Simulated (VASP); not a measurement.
# CoAu (R-3m) in VASP: notebook

CoAu is run at these levels: PBE; tasks: single point.

Everything below comes from runs of VASP 6.6.1. Logs are shortened: lines on timing, memory, paths and dates and some standing lists are left out, and cuts for length are marked.

## Step 1: The cell of the first run

The structure is trigonal, space group R-3m (No. 166). The conventional cell has a = 2.785 Å, b = 2.785 Å, c = 13.233 Å, α = 90.00°, β = 90.00°, γ = 120.00°. Within 3.6 Å of Co (site symmetry -3m) lie 6 Au at 2.73 Å and 6 Co at 2.78 Å. Within 3.6 Å of Au (site symmetry -3m) lie 6 Co at 2.73 Å and 6 Au at 2.78 Å.

## Step 2: Single point, PBE, collinear spin, ferromagnetic start

File INCAR:

```
PREC = Accurate ; ENCUT = 520
EDIFF = 1E-6 ; ISMEAR = 0
SIGMA = 0.1 ; LREAL = F
LASPH = T ; NELM = 150
ALGO = Normal ; ISIF = 2
LWAVE = F ; LCHARG = F
ISPIN = 2 ; MAGMOM = 2.01 0
LORBIT = 11 ; LMAXMIX = 4
GGA = PE ; NBANDS = 21
```

File KPOINTS:

```
regular mesh
0
Gamma
  18 18 18
```

File POSCAR:

```
CoAu
1.0
   -1.8904135609     -1.8904135609     -3.8593662291
   -1.8904135609     -3.8593662291     -1.8904135609
   -3.8593662291     -1.8904135609     -1.8904135609
Co Au
1 1
Direct
    1.0000000000      0.0000000000      0.0000000000
    0.5000000000      0.5000000000      0.5000000000
```

Potentials or basis: VASP PAW PBE potentials, release 64 (Co, Au).

Command:

```
$ cat potpaw_PBE.64/Co/POTCAR potpaw_PBE.64/Au/POTCAR > POTCAR
$ mpirun -np 1 vasp_std > vasp.out
```

OUTCAR:

```text
PREC = Accurate
   ENCUT = 520
   EDIFF = 1E-6
   ISMEAR = 0
   LREAL = F
   LASPH = T
   NELM = 150
   ISIF = 2
   ISPIN = 2
   LORBIT = 11
   GGA = PE

 ion  position               nearest neighbor table
   1  0.000  0.000  0.000-   2 2.73   2 2.73   2 2.73   2 2.73   2 2.73   2 2.73
   2  0.500  0.500  0.500-   1 2.73   1 2.73   1 2.73   1 2.73   1 2.73   1 2.73

  LATTYP: Found a trigonal (rhomboedric) cell.
 ALAT       =     4.6948945199
 COS(alpha) =     0.8241190213

  Lattice vectors:

 A1 = (  -1.8904135609,  -1.8904135609,  -3.8593662291)
 A2 = (  -1.8904135609,  -3.8593662291,  -1.8904135609)
 A3 = (  -3.8593662291,  -1.8904135609,  -1.8904135609)

Analysis of symmetry for initial positions (statically):
=====================================================================
 Subroutine PRICEL returns:
 Original cell was already a primitive cell.

 Routine SETGRP: Setting up the symmetry group for a
 trigonal (rhombohedral) supercell.

 Subroutine GETGRP returns: Found 12 space group operations
 (whereof 12 operations were pure point group operations)
 out of a pool of 12 trial point group operations.

The static configuration has the point symmetry D_3d.

Analysis of symmetry for dynamics (positions and initial velocities):
=====================================================================
 Subroutine PRICEL returns:
 Original cell was already a primitive cell.

 Routine SETGRP: Setting up the symmetry group for a
 trigonal (rhombohedral) supercell.

 Subroutine GETGRP returns: Found 12 space group operations
 (whereof 12 operations were pure point group operations)
 out of a pool of 12 trial point group operations.

The dynamic configuration has the point symmetry D_3d.

Analysis of structural, dynamic, and magnetic symmetry:
=====================================================================
 Subroutine PRICEL returns:
 Original cell was already a primitive cell.

 Routine SETGRP: Setting up the symmetry group for a
 trigonal (rhombohedral) supercell.

 Subroutine GETGRP returns: Found 12 space group operations
 (whereof 12 operations were pure point group operations)
 out of a pool of 12 trial point group operations.

The overall configuration has the point symmetry D_3d.

 Subroutine INISYM returns: Found 12 space group operations
 (whereof 12 operations are pure point group operations),
 and found     1 'primitive' translations

----------------------------------------------------------------------------------------

                                     Primitive cell

  volume of cell :      29.6193

  direct lattice vectors                    reciprocal lattice vectors
    -1.890413561 -1.890413561 -3.859366229     0.125665828  0.125665828 -0.382218397
    -1.890413561 -3.859366229 -1.890413561     0.125665828 -0.382218397  0.125665828
    -3.859366229 -1.890413561 -1.890413561    -0.382218397  0.125665828  0.125665828

  length of vectors
     4.694894520  4.694894520  4.694894520     0.421514773  0.421514773  0.421514773

  position of ions in fractional coordinates (direct lattice)
     0.000000000  0.000000000  0.000000000
     0.500000000  0.500000000  0.500000000

  ion indices of the primitive-cell ions
   primitive index   ion index
                 1           1
                 2           2

----------------------------------------------------------------------------------------

 KPOINTS: regular mesh

Automatic generation of k-mesh.
 Grid dimensions read from file:
 generate k-points for:   18   18   18

 Generating k-lattice:

  Cartesian coordinates                     Fractional coordinates (reciprocal lattice)
     0.006981435  0.006981435 -0.021234355     0.055555556  0.000000000  0.000000000
     0.006981435 -0.021234355  0.006981435     0.000000000  0.055555556  0.000000000
    -0.021234355  0.006981435  0.006981435     0.000000000  0.000000000  0.055555556

  Length of vectors
     0.023417487  0.023417487  0.023417487

  Shift w.r.t. Gamma in fractional coordinates (k-lattice)
     0.000000000  0.000000000  0.000000000

 Subroutine IBZKPT returns following result:
 ===========================================

 Found    580 irreducible k-points:

 Following reciprocal coordinates:
            Coordinates               Weight
  0.000000  0.000000  0.000000      1.000000
  0.055556  0.000000  0.000000      6.000000
  0.111111  0.000000  0.000000      6.000000
  0.166667  0.000000  0.000000      6.000000
  0.222222  0.000000  0.000000      6.000000
  0.277778  0.000000  0.000000      6.000000
[... 16 lines left out ...]
 -0.277778  0.055556  0.000000     12.000000
 -0.222222  0.055556 -0.000000     12.000000
 [... further k-points ...]
   k-points           NKPTS =    580   k-points in BZ     NKDIM =    580   number of bands    NBANDS=     21
   number of dos      NEDOS =    301   number of ions     NIONS =      2
   total plane-waves  NPLWV =  46656
   dimension x,y,z NGX =    36 NGY =   36 NGZ =   36
   dimension x,y,z NGXF=    72 NGYF=   72 NGZF=   72
   ions per type =               1   1
   NGX,Y,Z   is equivalent  to a cutoff of  12.75, 12.75, 12.75 a.u.
   NGXF,Y,Z  is equivalent  to a cutoff of  25.50, 25.50, 25.50 a.u.
 SYSTEM =  unknown system
   PREC   = accura    normal or accurate (medium, high low for compatibility)
   ISTART =      0    job   : 0-new  1-cont  2-samecut
   ICHARG =      2    charge: 1-file 2-atom 10-const
   ISPIN  =      2    spin polarized calculation?
   LNONCOLLINEAR =      F non collinear calculations
   LSORBIT =      F    spin-orbit coupling
   LASPH  =      T    aspherical Exc in radial PAW
   ENCUT  =  520.0 eV  38.22 Ry    6.18 a.u.   8.73  8.73  8.73*2*pi/ulx,y,z
   NELM   =    150;   NELMIN=  2; NELMDL= -5     # of ELM steps
   EDIFF  = 0.1E-05   stopping-criterion for ELM
   LREAL  =      F    real-space projection
   EDIFFG = 0.1E-04   stopping-criterion for IOM
   NSW    =      0    number of steps for IOM
   IBRION =     -1    ionic relax: 0-MD 1-quasi-New 2-CG
   NFREE  =      0    steps in history (QN), initial steepest desc. (CG)
   ISIF   =      2    stress and relaxation
   ISYM   =      2    0-nonsym 1-usesym 2-fastsym
   POTIM  = 0.5000    time-step for ionic-motion
   TEBEG  =    0.0;   TEEND  =   0.0 temperature during run
   PSTRESS=    0.0 pullay stress
   NELECT =      20.0000    total number of electrons
   NUPDOWN=      -1.0000    fix difference up-down
   EMIN   =  10.00;   EMAX   =-10.00  energy-range for DOS
   EFERMI =   0.00;   METHOD = LEGACY
   ISMEAR =     0;   SIGMA  =   0.10  broadening in eV -4-tet -1-fermi 0-gaus
   EFERMI_NEDOS =   21; number of points for ismear=-14 and -15
   IALGO  =     38    algorithm
   IMIX   =      4    mixing-type and parameters
     AMIX     =   0.40;   BMIX     =  1.00
     AMIX_MAG =   1.60;   BMIX_MAG =  1.00
  volume/ion in A,a.u.               =      14.81        99.94
  Fermi-wavevector in a.u.,A,eV,Ry     =   1.436238  2.714097 28.065835  2.062781
  Thomas-Fermi vector in A             =   2.555449
   LORBIT       =     11    0 simple, 1 ext, 2 COOP (PROOUT), +10 PAW based schemes
   GGA     = PE    functional components
   LHFCALC =     F    Hartree Fock is set to
   AEXX    =    0.0000 exact exchange contribution
   IVDW    =     0    specifies the selected vdW correction
   LEPSILON=     F    determine dielectric tensor
   LRPA    =     F    only Hartree local field effects (RPA)
 spin polarized calculation
 Gauss-broadening in eV      SIGMA  =   0.10
  energy-cutoff  :      520.00
  volume of cell :       29.62
 maximum number of plane-waves:       813
   NGX = 17   NGY = 17   NGZ = 17

 number of electron      20.0000000 magnetization       1.7843860

 Free energy of the ion-electron system (eV)
  ---------------------------------------------------
  ext. energy  EPLUGINS =         0.00000000
  ---------------------------------------------------
  free energy    TOTEN  =        -9.63207685 eV

  energy without entropy =       -9.61912449  energy(sigma->0) =       -9.62560067

 E-fermi :   9.2259     XC(G=0): -12.6473

 val. band max:        9.2245865734   @ k =  -0.2778   0.3333   0.1667
 cond. band min:       9.2270011117   @ k =  -0.4444   0.1667   0.1667
 fundamental gap:      0.0024145383
 Fermi energy:         9.2259103239

 spin component 1

 k-point     1 :       0.0000    0.0000    0.0000
  band No.  band energies     occupation
      1      -0.3897      1.00000
      2       2.4951      1.00000
      3       4.2869      1.00000
      4       4.2869      1.00000
      5       5.6372      1.00000
      6       5.6372      1.00000
[... 13 lines left out ...]
     20      31.7146      0.00000
     21      32.5951      0.00000

 k-point     2 :       0.0556    0.0000    0.0000
  band No.  band energies     occupation
      1      -0.2821      1.00000
      2       2.5564      1.00000
      3       4.2393      1.00000
      4       4.3570      1.00000
      5       5.5254      1.00000
      6       5.6365      1.00000
[... 13 lines left out ...]
     20      31.3071      0.00000
     21      32.8501      0.00000

 k-point     3 :       0.1111    0.0000    0.0000
  band No.  band energies     occupation
      1       0.0334      1.00000
      2       2.7312      1.00000
      3       4.1156      1.00000
      4       4.5622      1.00000
      5       5.2153      1.00000
      6       5.6339      1.00000
[... 13 lines left out ...]
     20      31.0427      0.00000
     21      33.4900      0.00000
[... 457 lines left out ...]
 k-point    23 :      -0.2778    0.0556    0.0000
  band No.  band energies     occupation
      1       2.0117      1.00000
      2       3.3555      1.00000
      3       3.7992      1.00000
      4       4.5187      1.00000
      5       5.4157      1.00000
      6       6.2099      1.00000
[... 13 lines left out ...]
     20      29.4613      0.00000
     21      33.7348      0.00000

 k-point    24 :      -0.2222    0.0556   -0.0000
  band No.  band energies     occupation
      1       1.5124      1.00000
      2       3.2611      1.00000
      3       4.0530      1.00000
      4       4.1289      1.00000
      5       5.4169      1.00000
      6       5.7583      1.00000
[... 13 lines left out ...]
     20      30.5352      0.00000
     21      33.5586      0.00000

 [... further k-points ...]

 spin component 2

 k-point     1 :       0.0000    0.0000    0.0000
  band No.  band energies     occupation
      1      -0.3994      1.00000
      2       2.5272      1.00000
      3       4.3378      1.00000
      4       4.3378      1.00000
      5       5.8961      1.00000
      6       5.8961      1.00000
[... 13 lines left out ...]
     20      31.6327      0.00000
     21      32.7704      0.00000

 k-point     2 :       0.0556    0.0000    0.0000
  band No.  band energies     occupation
      1      -0.2914      1.00000
      2       2.5880      1.00000
      3       4.2888      1.00000
      4       4.4095      1.00000
      5       5.7359      1.00000
      6       5.8856      1.00000
[... 13 lines left out ...]
     20      31.3089      0.00000
     21      33.0159      0.00000

 k-point     3 :       0.1111    0.0000    0.0000
  band No.  band energies     occupation
      1       0.0252      1.00000
      2       2.7610      1.00000
      3       4.1621      1.00000
      4       4.6205      1.00000
      5       5.3439      1.00000
      6       5.8555      1.00000
[... 13 lines left out ...]
     20      31.0710      0.00000
     21      33.6302      0.00000
[... 457 lines left out ...]
 k-point    23 :      -0.2778    0.0556    0.0000
  band No.  band energies     occupation
      1       2.0129      1.00000
      2       3.3708      1.00000
      3       3.8510      1.00000
      4       4.6052      1.00000
      5       5.5594      1.00000
      6       6.3376      1.00000
[... 13 lines left out ...]
     20      29.5241      0.00000
     21      33.9129      0.00000

 k-point    24 :      -0.2222    0.0556   -0.0000
  band No.  band energies     occupation
      1       1.5119      1.00000
      2       3.2805      1.00000
      3       4.1104      1.00000
      4       4.1788      1.00000
      5       5.6078      1.00000
      6       5.8090      1.00000
[... 13 lines left out ...]
     20      30.5212      0.00000
     21      33.7679      0.00000

 [... further k-points ...]

------------------------ aborting loop because EDIFF is reached ----------------------------------------

  FORCE on cell =-STRESS in cart. coord.  units (eV):
  Direction    XX          YY          ZZ          XY          YZ          ZX
  --------------------------------------------------------------------------------------
  -------------------------------------------------------------------------------------
  Total       -0.0600613     -0.0600613     -0.0600613     -0.0074891     -0.0074891     -0.0074891
  in kB       -3.2488570     -3.2488570     -3.2488570     -0.4051013     -0.4051013     -0.4051013
  external PRESSURE =      -3.2488570 kB  Pullay stress =       0.0000000 kB

 VOLUME and BASIS-vectors are now :
 -----------------------------------------------------------------------------
  energy-cutoff  :      520.00
  volume of cell :       29.62
      direct lattice vectors                 reciprocal lattice vectors
    -1.890413561 -1.890413561 -3.859366229     0.125665828  0.125665828 -0.382218397
    -1.890413561 -3.859366229 -1.890413561     0.125665828 -0.382218397  0.125665828
    -3.859366229 -1.890413561 -1.890413561    -0.382218397  0.125665828  0.125665828

 POSITION                                       TOTAL-FORCE (eV/Angst)
 -----------------------------------------------------------------------------------
      0.00000      0.00000      0.00000        -0.000000      0.000000      0.000000
     -3.82010     -3.82010     -3.82010         0.000000     -0.000000     -0.000000
 -----------------------------------------------------------------------------------
    total drift:                               -0.000000     -0.000000     -0.000000

  FREE ENERGIE OF THE ION-ELECTRON SYSTEM (eV)
  ---------------------------------------------------
  free  energy   TOTEN  =        -9.6320768455 eV

  energy  without entropy=       -9.6191244946  energy(sigma->0) =       -9.62560067

 total charge

# of ion       s       p       d       tot
------------------------------------------
    1        0.373   0.335   7.205   7.912
    2        0.610   0.463   8.693   9.766
--------------------------------------------------
tot          0.983   0.798  15.897  17.678

 magnetization (x)

# of ion       s       p       d       tot
------------------------------------------
    1       -0.004  -0.018   1.849   1.826
    2       -0.009  -0.028   0.052   0.016
--------------------------------------------------
tot         -0.013  -0.046   1.902   1.842
```

Run time: 9.9 min. Hardware: 1 thread of Intel Xeon 6975P-C (Granite Rapids), shared host; peak memory 0.68 GiB.

Results:

```yaml
Free_energy: -9.6321 eV
Pressure: -0.3 GPa
Net_moment: 1.78 μB per cell
Site_moments: Co +1.83; Au +0.02 μB
Valence_electrons_inside_the_program's_atomic_spheres: Co 7.91; Au 9.77
```

Caveat: spin-orbit coupling is left out, which moves the levels of the heavy elements.

## Step 3: Single point, PBE, collinear spin, ferromagnetic start

File INCAR:

```
SYSTEM = CoAu
PREC     = Accurate       ! precision mode
ENCUT    = 520            ! plane-wave cutoff, eV
EDIFF    = 1E-6           ! SCF threshold, eV
ISMEAR   = 0              ! smearing method
SIGMA    = 0.1            ! smearing width, eV
LREAL    = .False.        ! projectors in reciprocal space
LASPH    = .True.         ! aspherical terms in the spheres
NELM     = 150            ! most SCF steps
ALGO     = Fast           ! electronic algorithm
ISIF     = 2              ! what is computed and relaxed
LWAVE    = .False.        ! write WAVECAR
LCHARG   = .True.         ! write CHGCAR
ISPIN    = 2              ! spin polarisation
MAGMOM   = 0.5 0          ! initial moments
LORBIT   = 11             ! projections on sites
LMAXMIX  = 4              ! l up to which the mixer works
GGA      = PE             ! functional
LELF     = .True.         ! ELF
LVHAR    = .True.       
NBANDS   = 21             ! bands
```

File KPOINTS:

```
regular mesh
0
Gamma
  18 18 18
  0 0 0
```

Changes to POSCAR since step 2:

```diff
@@ -8,3 +8,3 @@
 Direct
-    1.0000000000      0.0000000000      0.0000000000
+    0.0000000000      0.0000000000      0.0000000000
     0.5000000000      0.5000000000      0.5000000000
```

Potentials or basis: VASP PAW PBE potentials, release 64 (Co, Au).

Command:

```
$ cat potpaw_PBE.64/Co/POTCAR potpaw_PBE.64/Au/POTCAR > POTCAR
$ mpirun -np 1 vasp_std > vasp.out
```

It took 41 min on 1 thread of Oxide Virtual Turin-like, shared host; peak memory 0.66 GiB.

It converged, with:

| Quantity | Value |
| --- | --- |
| Free energy | -9.6321 eV |
| Pressure | -0.3 GPa |
| Net moment | 1.78 μB per cell |
| Site moments | Co +1.83; Au +0.02 μB |
| Valence electrons inside the program's atomic spheres | Co 7.91; Au 9.77 |

Levels at points of the mesh, in eV from the Fermi level:
Spin up:
```
           k point  band 7  band 8  band 9  band 10  band 11  band 12  band 13  band 14  band 15  band 16
(0.00, 0.00, 0.00)   -2.83   -2.02   -2.02    -1.44    -1.44    -0.56     4.44    15.07    17.66    18.21
(0.50, 0.00, 0.00)   -2.57   -2.16   -1.82    -1.16     0.94     1.62     6.00     6.94    11.16    13.31
(0.50, 0.50, 0.00)   -1.45   -1.39   -1.12    -1.10    -0.85     1.42     3.64     7.27    10.87    11.49
(0.50, 0.50, 0.50)   -3.13   -2.70   -2.28    -2.28    -1.91    -1.91    11.54    13.59    15.57    19.82
```
Spin down:
```
           k point  band 7  band 8  band 9  band 10  band 11  band 12
(0.00, 0.00, 0.00)   -1.69   -0.58   -0.38    -0.38     0.50     0.50
(0.50, 0.00, 0.00)   -1.81   -1.21   -0.11     0.72     1.61     2.01
(0.50, 0.50, 0.00)   -0.91   -0.21    0.41     0.49     0.74     1.39
(0.50, 0.50, 0.50)   -3.09   -1.37   -0.59    -0.59     0.20     0.20
```

Caveat: spin-orbit coupling is left out, which moves the levels of the heavy elements.
